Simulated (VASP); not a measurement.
# H2 in VASP: a series of runs

The runs below take H2 through single point, relaxation of the atoms, with r2SCAN0, r2SCAN.

All numbers are computed with VASP 6.6.1; they aren't measurements. Logs are shortened: lines on timing, memory, paths and dates and some standing lists are left out, and cuts for length are marked.

**1. The cell of the first run**

The cell holds a molecule in a box, 2 atoms: a = 12.000 Å, b = 12.300 Å, c = 12.600 Å, α = 90.00°, β = 90.00°, γ = 90.00°.

**2. Single point, r2SCAN0**

File POSCAR:

```
H
1.0
   12.0000000000      0.0000000000      0.0000000000
    0.0000000000     12.3000000000      0.0000000000
    0.0000000000      0.0000000000     12.6000000000
H
2
Direct
    0.5000000000      0.5000000000      0.4705755676
    0.5000000000      0.5000000000      0.5294244324
```

File INCAR.step1:

```
SYSTEM = H
ALGO     = Normal         ! electronic algorithm
EDIFF    = 1E-5           ! SCF threshold, eV
ENCUT    = 520            ! plane-wave cutoff, eV
GGA      = PE             ! functional
ISIF     = 2              ! what is computed and relaxed
ISMEAR   = -1             ! smearing method
LASPH    = .True.         ! aspherical terms in the spheres
LCHARG   = .False.        ! write CHGCAR
LREAL    = .False.        ! projectors in reciprocal space
LWAVE    = .True.         ! write WAVECAR
NBANDS   = 8              ! bands
NELM     = 80             ! most SCF steps
PREC     = Accurate       ! precision mode
SIGMA    = 0.01           ! smearing width, eV
```

File INCAR.step2:

```
SYSTEM = H
AEXX     = 0.25           ! exact-exchange fraction
ALGO     = Normal         ! electronic algorithm
EDIFF    = 1E-6           ! SCF threshold, eV
ENCUT    = 520            ! plane-wave cutoff, eV
ISIF     = 2              ! what is computed and relaxed
ISMEAR   = -1             ! smearing method
ISTART   = 1            
LASPH    = .True.         ! aspherical terms in the spheres
LCHARG   = .False.        ! write CHGCAR
LHFCALC  = .True.         ! exact exchange
LMIXTAU  = .True.       
LREAL    = .False.        ! projectors in reciprocal space
LWAVE    = .False.        ! write WAVECAR
METAGGA  = R2SCAN         ! meta-GGA
NBANDS   = 8              ! bands
NELM     = 80             ! most SCF steps
PREC     = Accurate       ! precision mode
PRECFOCK = Normal       
SIGMA    = 0.01           ! smearing width, eV
```

File KPOINTS:

```
k-points
0
Gamma
  1 1 1
  0 0 0
```

Potentials or basis: VASP PAW PBE potentials, release 64 (H).

Launch:

```sh
> cat potpaw_PBE.64/H/POTCAR > POTCAR
> cp INCAR.step1 INCAR
> mpirun -np 1 vasp_gam > vasp.out
> cp INCAR.step2 INCAR
> mpirun -np 1 vasp_gam > vasp.out
```

OUTCAR:

```text
SYSTEM = H
   AEXX = 0.25
   EDIFF = 1E-6
   ENCUT = 520
   ISIF = 2
   ISMEAR = -1
   ISTART = 1
   LASPH = .True.
   LHFCALC = .True.
   LREAL = .False.
   METAGGA = R2SCAN
   NELM = 80
   PREC = Accurate
   PRECFOCK = Normal

 ion  position               nearest neighbor table
   1  0.500  0.500  0.471-   2 0.74
   2  0.500  0.500  0.529-   1 0.74

  LATTYP: Found a simple orthorhombic cell.
 ALAT       =    12.0000000000
 B/A-ratio  =     1.0250000000
 C/A-ratio  =     1.0500000000

  Lattice vectors:

 A1 = (  12.0000000000,   0.0000000000,   0.0000000000)
 A2 = (   0.0000000000,  12.3000000000,   0.0000000000)
 A3 = (   0.0000000000,   0.0000000000,  12.6000000000)

Analysis of symmetry for initial positions (statically):
=====================================================================
 Subroutine PRICEL returns:
 Original cell was already a primitive cell.

 Routine SETGRP: Setting up the symmetry group for a
 simple orthorhombic supercell.

 Subroutine GETGRP returns: Found  8 space group operations
 (whereof  8 operations were pure point group operations)
 out of a pool of  8 trial point group operations.

The static configuration has the point symmetry D_2h.

Analysis of symmetry for dynamics (positions and initial velocities):
=====================================================================
 Subroutine PRICEL returns:
 Original cell was already a primitive cell.

 Routine SETGRP: Setting up the symmetry group for a
 simple orthorhombic supercell.

 Subroutine GETGRP returns: Found  8 space group operations
 (whereof  8 operations were pure point group operations)
 out of a pool of  8 trial point group operations.

The dynamic configuration has the point symmetry D_2h.

 Subroutine INISYM returns: Found  8 space group operations
 (whereof  8 operations are pure point group operations),
 and found     1 'primitive' translations

----------------------------------------------------------------------------------------

                                     Primitive cell

  volume of cell :    1859.7600

  direct lattice vectors                    reciprocal lattice vectors
    12.000000000  0.000000000  0.000000000     0.083333333  0.000000000  0.000000000
[... 63 lines left out ...]
   LREAL  =      F    real-space projection
   EDIFFG = 0.1E-04   stopping-criterion for IOM
   NSW    =      0    number of steps for IOM
   IBRION =     -1    ionic relax: 0-MD 1-quasi-New 2-CG
   NFREE  =      0    steps in history (QN), initial steepest desc. (CG)
   ISIF   =      2    stress and relaxation
   ISYM   =      3    0-nonsym 1-usesym 2-fastsym
   POTIM  = 0.5000    time-step for ionic-motion
   TEBEG  =    0.0;   TEEND  =   0.0 temperature during run
   PSTRESS=    0.0 pullay stress
   NELECT =       2.0000    total number of electrons
   NUPDOWN=      -1.0000    fix difference up-down
   EMIN   =  10.00;   EMAX   =-10.00  energy-range for DOS
   EFERMI =   0.00;   METHOD = LEGACY
   ISMEAR =    -1;   SIGMA  =   0.01  broadening in eV -4-tet -1-fermi 0-gaus
   EFERMI_NEDOS =   21; number of points for ismear=-14 and -15
   IALGO  =     38    algorithm
   IMIX   =      1    mixing-type and parameters
     AMIX     =   0.40;   BMIX     =  1.00
     AMIX_MAG =   1.60;   BMIX_MAG =  1.00
  volume/ion in A,a.u.               =     929.88      6275.14
  Fermi-wavevector in a.u.,A,eV,Ry     =   0.167726  0.316955  0.382757  0.028132
  Thomas-Fermi vector in A             =   0.873280
   LORBIT       =      0    0 simple, 1 ext, 2 COOP (PROOUT), +10 PAW based schemes
   METAGGA = R2SCAN    functional components
   LHFCALC =     T    Hartree Fock is set to
   PRECFOCK=normal    Normal, Fast or Accurate (Low or Medium for compatibility)
   ENCUT4O =  -1.0   cutoff for four orbital integrals eV
   NKREDX  =     1    reduce k-point grid by
   NKREDY  =     1    reduce k-point grid by
   NKREDZ  =     1    reduce k-point grid by
   AEXX    =    0.2500 exact exchange contribution
   HFSCREEN=    0.0000 screening length (either q_TF or 0.3 A-1)
   HFSCREENC=   0.0000 screening length for correlation (either q_TF or 0.3 A-1)
   ENCUTFOCK=  -1.0 apply spherical cutoff to Coloumb kernel
   IVDW    =     0    specifies the selected vdW correction
   LEPSILON=     F    determine dielectric tensor
   LRPA    =     F    only Hartree local field effects (RPA)
 non-spin polarized calculation
  energy-cutoff  :      520.00
  volume of cell :     1859.76
 maximum number of plane-waves:     25042
 NGX is ok and might be reduce to    90
  NGX = 70; NGY = 70; NGZ = 72

 number of electron       2.0000000 magnetization

 Free energy of the ion-electron system (eV)
  ---------------------------------------------------
  ext. energy  EPLUGINS =         0.00000000
  ---------------------------------------------------
  free energy    TOTEN  =        -8.20659093 eV

  energy without entropy =       -8.20659093  energy(sigma->0) =       -8.20659093

 E-fermi : -12.0130     XC(G=0):  -0.1099

 val. band max:      -12.2769716941   @ k =   0.0000   0.0000   0.0000
 cond. band min:      -0.0180633198   @ k =   0.0000   0.0000   0.0000
 fundamental gap:     12.2589083743
 Fermi energy:       -12.0129594003

 k-point     1 :       0.0000    0.0000    0.0000
  band No.  band energies     occupation
      1     -12.2770      2.00000
      2      -0.0181      0.00000
      3       0.8326      0.00000
      4       0.9236      0.00000
      5       0.9372      0.00000
      6       0.9713      0.00000
      7       0.9861      0.00000
      8       1.1084      0.00000

------------------------ aborting loop because EDIFF is reached ----------------------------------------

  FORCE on cell =-STRESS in cart. coord.  units (eV):
  Direction    XX          YY          ZZ          XY          YZ          ZX
  --------------------------------------------------------------------------------------
  -------------------------------------------------------------------------------------
  Total       -0.0320996     -0.0324905     -0.1110854     -0.0000000      0.0000000      0.0000000
  in kB       -0.0276537     -0.0279905     -0.0956997     -0.0000000      0.0000000      0.0000000
  external PRESSURE =      -0.0504480 kB  Pullay stress =       0.0000000 kB

 VOLUME and BASIS-vectors are now :
 -----------------------------------------------------------------------------
  energy-cutoff  :      520.00
  volume of cell :     1859.76
      direct lattice vectors                 reciprocal lattice vectors
    12.000000000  0.000000000  0.000000000     0.083333333  0.000000000  0.000000000
     0.000000000 12.300000000  0.000000000     0.000000000  0.081300813  0.000000000
     0.000000000  0.000000000 12.600000000     0.000000000  0.000000000  0.079365079

 POSITION                                       TOTAL-FORCE (eV/Angst)
 -----------------------------------------------------------------------------------
      6.00000      6.15000      5.92925         0.000000      0.000000      0.096120
      6.00000      6.15000      6.67075         0.000000      0.000000     -0.096120
 -----------------------------------------------------------------------------------
    total drift:                                0.000000     -0.000000     -0.000000

  FREE ENERGIE OF THE ION-ELECTRON SYSTEM (eV)
  ---------------------------------------------------
  free  energy   TOTEN  =        -8.2065909311 eV

  energy  without entropy=       -8.2065909311  energy(sigma->0) =       -8.20659093
```

OUTCAR.step1:

```text
SYSTEM = H
   EDIFF = 1E-5
   ENCUT = 520
   GGA = PE
   ISIF = 2
   ISMEAR = -1
[... 208 lines left out ...]
 -----------------------------------------------------------------------------------
      6.00000      6.15000      5.92925         0.000000      0.000000     -0.297785
      6.00000      6.15000      6.67075         0.000000      0.000000      0.297785
 -----------------------------------------------------------------------------------
    total drift:                                0.000000      0.000000     -0.000000

  FREE ENERGIE OF THE ION-ELECTRON SYSTEM (eV)
  ---------------------------------------------------
  free  energy   TOTEN  =        -6.7711192814 eV

  energy  without entropy=       -6.7711192814  energy(sigma->0) =       -6.77111928
```

OSZICAR.step1:

```text
N       E                     dE             d eps       ncg     rms          rms(c)
DAV:   1     0.490733757639E+01    0.49073E+01   -0.51490E+02    16   0.136E+02
DAV:   2    -0.602287566230E+01   -0.10930E+02   -0.10930E+02    16   0.271E+01
DAV:   3    -0.747339226856E+01   -0.14505E+01   -0.14505E+01    32   0.150E+01
DAV:   4    -0.747381150980E+01   -0.41924E-03   -0.41924E-03    16   0.269E-01
DAV:   5    -0.747381240512E+01   -0.89532E-06   -0.89533E-06    16   0.213E-02    0.454E+00
DAV:   6    -0.701826014168E+01    0.45555E+00   -0.22947E-01    16   0.137E+00    0.248E+00
DAV:   7    -0.676702163488E+01    0.25124E+00   -0.54838E-01    16   0.215E+00    0.298E-01
DAV:   8    -0.677095965998E+01   -0.39380E-02   -0.65754E-03    16   0.218E-01    0.252E-01
DAV:   9    -0.676657720929E+01    0.43825E-02   -0.54272E-03    24   0.206E-01    0.384E-02
DAV:  10    -0.676863665468E+01   -0.20594E-02   -0.99550E-04    16   0.793E-02    0.243E-02
DAV:  11    -0.676899715645E+01   -0.36050E-03   -0.20731E-05    16   0.168E-02    0.176E-02
DAV:  12    -0.677075549086E+01   -0.17583E-02   -0.49179E-04    24   0.632E-02    0.100E-02
DAV:  13    -0.677097398320E+01   -0.21849E-03   -0.24328E-05    24   0.138E-02    0.780E-03
DAV:  14    -0.677106146291E+01   -0.87480E-04   -0.89884E-06    16   0.792E-03    0.196E-03
DAV:  15    -0.677110990704E+01   -0.48444E-04   -0.17610E-06    16   0.360E-03    0.181E-03
DAV:  16    -0.677111928145E+01   -0.93744E-05   -0.52161E-07    16   0.216E-03
   1 F= -.67711193E+01 E0= -.67711193E+01  d E =-.174319E-11
```

It took 5.5 min on 1 thread of Intel Xeon Platinum 8488C (Sapphire Rapids), shared host; peak memory 1.5 GiB.

What came out:

| Quantity | Value |
| --- | --- |
| Free energy | -8.2066 eV |
| Largest force | 0.096 eV/Å |
| Gap between the frontier levels | 12.26 eV |

Forces in eV/Å, atoms in the order of the input:
```
H    0.000  0.000  0.096
H    0.000  0.000 -0.096
```

Levels at points of the mesh, in eV from the valence-band top:
| k point | band 1 | band 2 | band 3 | band 4 | band 5 |
| --- | --- | --- | --- | --- | --- |
| (0.00, 0.00, 0.00) | 0.00 | 12.26 | 13.11 | 13.20 | 13.21 |

Caveat: the PAW data sets were made with another functional, which shifts forces and pressure a little.

**3. Single point, r2SCAN**

POSCAR is that of step 2.

File INCAR.step1:

```
ALGO = Normal ; EDIFF = 1E-4
ENCUT = 520 ; GGA = PE
ISMEAR = -1 ; LASPH = True
LCHARG = False ; LREAL = False
LWAVE = True ; NBANDS = 8
NELM = 80 ; PREC = Accurate
SIGMA = 0.01
```

File INCAR.step2:

```
ALGO = Normal ; EDIFF = 1E-6
ENCUT = 520 ; ISIF = 2
ISMEAR = -1 ; ISTART = 1
LASPH = True ; LCHARG = True
LELF = True ; LMIXTAU = True
LREAL = False ; LVHAR = True
LWAVE = False ; METAGGA = R2SCAN
NBANDS = 8 ; NELM = 80
PREC = Accurate ; SIGMA = 0.01
```

File KPOINTS:

```
k-points
0
Gamma
  1 1 1
```

Potentials or basis: VASP PAW PBE potentials, release 64 (H).

Launch:

```sh
> cat potpaw_PBE.64/H/POTCAR > POTCAR
> cp INCAR.step1 INCAR
> mpirun -np 1 vasp_gam > vasp.out
> cp INCAR.step2 INCAR
> mpirun -np 1 vasp_gam > vasp.out
```

OUTCAR:

```text
EDIFF = 1E-6
   ENCUT = 520
   ISIF = 2
   ISMEAR = -1
   ISTART = 1
   LASPH = True
   LREAL = False
   METAGGA = R2SCAN
   NELM = 80
   PREC = Accurate

 ion  position               nearest neighbor table
   1  0.500  0.500  0.471-   2 0.74
   2  0.500  0.500  0.529-   1 0.74

  LATTYP: Found a simple orthorhombic cell.
 ALAT       =    12.0000000000
 B/A-ratio  =     1.0250000000
 C/A-ratio  =     1.0500000000

  Lattice vectors:

[... 169 lines left out ...]
      7       1.3096      0.00000
      8       1.6430      0.00000

------------------------ aborting loop because EDIFF is reached ----------------------------------------

  FORCE on cell =-STRESS in cart. coord.  units (eV):
  Direction    XX          YY          ZZ          XY          YZ          ZX
  --------------------------------------------------------------------------------------
  -------------------------------------------------------------------------------------
  Total       -0.0262298     -0.0266604     -0.0352924      0.0000000      0.0000000      0.0000000
  in kB       -0.0225969     -0.0229679     -0.0304043      0.0000000      0.0000000      0.0000000
  external PRESSURE =      -0.0253230 kB  Pullay stress =       0.0000000 kB

 VOLUME and BASIS-vectors are now :
 -----------------------------------------------------------------------------
  energy-cutoff  :      520.00
  volume of cell :     1859.76
      direct lattice vectors                 reciprocal lattice vectors
    12.000000000  0.000000000  0.000000000     0.083333333  0.000000000  0.000000000
     0.000000000 12.300000000  0.000000000     0.000000000  0.081300813  0.000000000
     0.000000000  0.000000000 12.600000000     0.000000000  0.000000000  0.079365079

 POSITION                                       TOTAL-FORCE (eV/Angst)
 -----------------------------------------------------------------------------------
      6.00000      6.15000      5.92925         0.000000      0.000000      0.004477
      6.00000      6.15000      6.67075         0.000000     -0.000000     -0.004477
 -----------------------------------------------------------------------------------
    total drift:                                0.000000      0.000000      0.000000

  FREE ENERGIE OF THE ION-ELECTRON SYSTEM (eV)
  ---------------------------------------------------
  free  energy   TOTEN  =        -6.9096992412 eV

  energy  without entropy=       -6.9096992412  energy(sigma->0) =       -6.90969924
```

OSZICAR.step1:

```text
N       E                     dE             d eps       ncg     rms          rms(c)
DAV:   1     0.490733757639E+01    0.49073E+01   -0.51490E+02    16   0.136E+02
DAV:   2    -0.602287566230E+01   -0.10930E+02   -0.10930E+02    16   0.271E+01
DAV:   3    -0.747339226856E+01   -0.14505E+01   -0.14505E+01    32   0.150E+01
DAV:   4    -0.747381150980E+01   -0.41924E-03   -0.41924E-03    16   0.269E-01
DAV:   5    -0.747381240512E+01   -0.89532E-06   -0.89533E-06    16   0.213E-02    0.454E+00
DAV:   6    -0.701826014168E+01    0.45555E+00   -0.22947E-01    16   0.137E+00    0.248E+00
DAV:   7    -0.676702163488E+01    0.25124E+00   -0.54838E-01    16   0.215E+00    0.298E-01
DAV:   8    -0.677095965998E+01   -0.39380E-02   -0.65754E-03    16   0.218E-01    0.252E-01
DAV:   9    -0.676657720929E+01    0.43825E-02   -0.54272E-03    24   0.206E-01    0.384E-02
DAV:  10    -0.676863665468E+01   -0.20594E-02   -0.99550E-04    16   0.793E-02    0.243E-02
DAV:  11    -0.676899715645E+01   -0.36050E-03   -0.20731E-05    16   0.168E-02    0.176E-02
DAV:  12    -0.677075549086E+01   -0.17583E-02   -0.49179E-04    24   0.632E-02    0.100E-02
DAV:  13    -0.677097398320E+01   -0.21849E-03   -0.24328E-05    24   0.138E-02    0.780E-03
DAV:  14    -0.677106146291E+01   -0.87480E-04   -0.89884E-06    16   0.792E-03
   1 F= -.67710615E+01 E0= -.67710615E+01  d E =-.194053E-11
```

Run time: 8.8 min. Hardware: 1 thread of Intel Xeon Platinum 8375C at 2.90GHz (Ice Lake), shared host; peak memory 1.6 GiB.

Results:

```
Free energy                     : -6.9097 eV
Largest force                   : 0.004 eV/Å
Gap between the frontier levels : 10.90 eV
```

Forces in eV/Å, atoms in the order of the input:
```
H    0.000  0.000  0.004
H    0.000  0.000 -0.004
```

Levels at points of the mesh, in eV from the valence-band top:
```
           k point  band 1  band 2  band 3  band 4
(0.00, 0.00, 0.00)    0.00   10.90   11.77   11.80
```

Caveat: the PAW data sets were made with another functional, which shifts forces and pressure a little.

(Continued in part 2 of 2.)
